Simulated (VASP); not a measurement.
# TiAl (Cmmm) in VASP: a series of runs, part 2 of 2

VASP 6.6.1. Earlier steps stand in the parts before.

**3. Single point, PBE**

This run uses another cell than the first one, of 22.27 Å³/atom.

The input, INCAR:

```
PREC = Accurate ; ENCUT = 520
EDIFF = 1E-6 ; ISMEAR = 0
SIGMA = 0.1 ; LREAL = F
LASPH = T ; NELM = 100
ALGO = Normal ; ISIF = 2
LWAVE = F ; LCHARG = F
GGA = PE ; NBANDS = 23
```

The input, KPOINTS:

```
regular mesh
0
Gamma
  6 6 4
```

The input, POSCAR:

```
TiAl
1.0
    2.5158730040     -2.5165618595      0.0000000000
    2.5158730040      2.5165618595      0.0000000000
    0.0000000000      0.0000000000      7.0352953262
Ti Al
2 2
Direct
    0.0000000000      0.0000000000      0.3586515663
    0.0000000000      0.0000000000      0.6413484337
    0.5000000000      0.5000000000      0.0000000000
    0.0000000000      0.0000000000      0.0000000000
```

Potentials or basis: VASP PAW PBE potentials, release 64 (Ti_sv, Al).

The run is started by

```console
$ cat potpaw_PBE.64/Ti_sv/POTCAR potpaw_PBE.64/Al/POTCAR > POTCAR
$ mpirun -np 1 vasp_std > vasp.out
```

OUTCAR:

```text
PREC = Accurate
   ENCUT = 520
   EDIFF = 1E-6
   ISMEAR = 0
   LREAL = F
   LASPH = T
   NELM = 100
   ISIF = 2
   GGA = PE

 ion  position               nearest neighbor table
   1  0.000  0.000  0.359-   2 1.99   4 2.52
   2  0.000  0.000  0.641-   1 1.99   4 2.52
   3  0.500  0.500  0.000-   4 2.52   4 2.52   4 2.52   4 2.52
   4  0.000  0.000  0.000-   3 2.52   3 2.52   3 2.52   3 2.52   1 2.52   2 2.52

  LATTYP: Found a base centered orthorhombic cell.
 ALAT       =     5.0317460080
 B/A-ratio  =     1.0002738038
 C/A-ratio  =     1.3981817276

  Lattice vectors:

 A1 = (   2.5158730040,  -2.5165618595,   0.0000000000)
 A2 = (   2.5158730040,   2.5165618595,   0.0000000000)
 A3 = (   0.0000000000,   0.0000000000,   7.0352953262)

Analysis of symmetry for initial positions (statically):
=====================================================================
 Subroutine PRICEL returns:
 Original cell was already a primitive cell.

 Routine SETGRP: Setting up the symmetry group for a
 base centered orthorhombic supercell.

[... 170 lines left out ...]

 E-fermi :   5.3064     XC(G=0):  -9.4602

 val. band max:        5.3018073428   @ k =   0.5000   0.3333   0.0000
 cond. band min:       5.3144284331   @ k =   0.1667  -0.0000   0.0000
 fundamental gap:      0.0126210903
 Fermi energy:         5.3063697687

 k-point     1 :       0.0000    0.0000    0.0000
  band No.  band energies     occupation
      1     -51.6057      2.00000
      2     -50.7654      2.00000
      3     -28.8550      2.00000
      4     -27.7879      2.00000
      5     -27.7879      2.00000
      6     -27.2910      2.00000
[... 613 lines left out ...]
     22       8.4023      0.00000
     23       8.4574      0.00000

 [... further k-points ...]

------------------------ aborting loop because EDIFF is reached ----------------------------------------

  FORCE on cell =-STRESS in cart. coord.  units (eV):
  Direction    XX          YY          ZZ          XY          YZ          ZX
  --------------------------------------------------------------------------------------
  -------------------------------------------------------------------------------------
  Total       -0.0049233     -0.0195085      0.9260271      0.0000000      0.0000000      0.0000000
  in kB       -0.0885433     -0.3508543     16.6542716      0.0000000      0.0000000      0.0000000
  external PRESSURE =       5.4049580 kB  Pullay stress =       0.0000000 kB

 VOLUME and BASIS-vectors are now :
 -----------------------------------------------------------------------------
  energy-cutoff  :      520.00
  volume of cell :       89.09
      direct lattice vectors                 reciprocal lattice vectors
     2.515873004 -2.516561859  0.000000000     0.198738171 -0.198683771  0.000000000
     2.515873004  2.516561859  0.000000000     0.198738171  0.198683771  0.000000000
     0.000000000  0.000000000  7.035295326     0.000000000  0.000000000  0.142140444

 POSITION                                       TOTAL-FORCE (eV/Angst)
 -----------------------------------------------------------------------------------
      0.00000      0.00000      2.52322         0.000000     -0.000000     -0.495638
      0.00000      0.00000      4.51208         0.000000     -0.000000      0.495638
      2.51587      0.00000      0.00000        -0.000000      0.000000      0.000000
      0.00000      0.00000      0.00000         0.000000     -0.000000      0.000000
 -----------------------------------------------------------------------------------
    total drift:                               -0.000000      0.000000      0.000000

  FREE ENERGIE OF THE ION-ELECTRON SYSTEM (eV)
  ---------------------------------------------------
  free  energy   TOTEN  =       -18.9514548164 eV

  energy  without entropy=      -18.9377669896  energy(sigma->0) =      -18.94461090
```

OSZICAR:

```text
N       E                     dE             d eps       ncg     rms          rms(c)
DAV:   1     0.304327611898E+03    0.30433E+03   -0.14404E+04  1802   0.131E+03
DAV:   2     0.126898230380E+02   -0.29164E+03   -0.28230E+03  1829   0.403E+02
DAV:   3    -0.178851492256E+02   -0.30575E+02   -0.29532E+02  3303   0.111E+02
DAV:   4    -0.206826887143E+02   -0.27975E+01   -0.27674E+01  2618   0.301E+01
DAV:   5    -0.208813082106E+02   -0.19862E+00   -0.19840E+00  2684   0.645E+00    0.125E+01
DAV:   6    -0.203945833573E+02    0.48672E+00   -0.21845E+01  2555   0.258E+01    0.758E+00
DAV:   7    -0.190422788856E+02    0.13523E+01   -0.58654E+00  2398   0.164E+01    0.443E+00
DAV:   8    -0.189528785646E+02    0.89400E-01   -0.62437E-01  2383   0.699E+00    0.651E-01
DAV:   9    -0.189505413643E+02    0.23372E-02   -0.97080E-02  2675   0.298E+00    0.485E-01
DAV:  10    -0.189512449786E+02   -0.70361E-03   -0.56002E-03  2689   0.656E-01    0.180E-01
DAV:  11    -0.189514395458E+02   -0.19457E-03   -0.76011E-04  2571   0.247E-01    0.729E-02
DAV:  12    -0.189514553959E+02   -0.15850E-04   -0.82899E-05  2647   0.811E-02    0.188E-02
DAV:  13    -0.189514548164E+02    0.57948E-06   -0.81270E-06  2493   0.415E-02
   1 F= -.18951455E+02 E0= -.18944611E+02  d E =-.136878E-01
```

stdout:

```text
POSCAR found type information on POSCAR TiAl
 POSCAR found :  2 types and       4 ions
 scaLAPACK will be used
 LDA part: xc-table for (Slater+PW92), standard interpolation
 POSCAR, INCAR and KPOINTS ok, starting setup
 FFT: planning ... GRIDC
 FFT: planning ... GRID_SOFT
 FFT: planning ... GRID
 WAVECAR not read
 entering main loop
```

It took 60 s on 1 thread of Intel Xeon 8259CL, shared host; peak memory 0.23 GiB.

Results:

```
Free energy            : -18.9515 eV
Pressure               : 0.5 GPa
Largest force          : 0.496 eV/Å
Band gap on the k mesh : zero (bands 15 and 16 overlap by 1.50 eV)
```

Forces in eV/Å, atoms in the order of the input:
```
Ti   0.000  0.000 -0.496
Ti   0.000  0.000  0.496
Al   0.000  0.000  0.000
Al   0.000  0.000  0.000
```

Stress tensor (GPa, compression positive):
```
-0.01  0.00  0.00
 0.00 -0.04  0.00
 0.00  0.00  1.67
```

Caveat: atoms lie so close that the PAW spheres overlap strongly, which falsifies energies and pressures.

The gap in the log of VASP goes by the Fermi energy; the results here count the filled bands.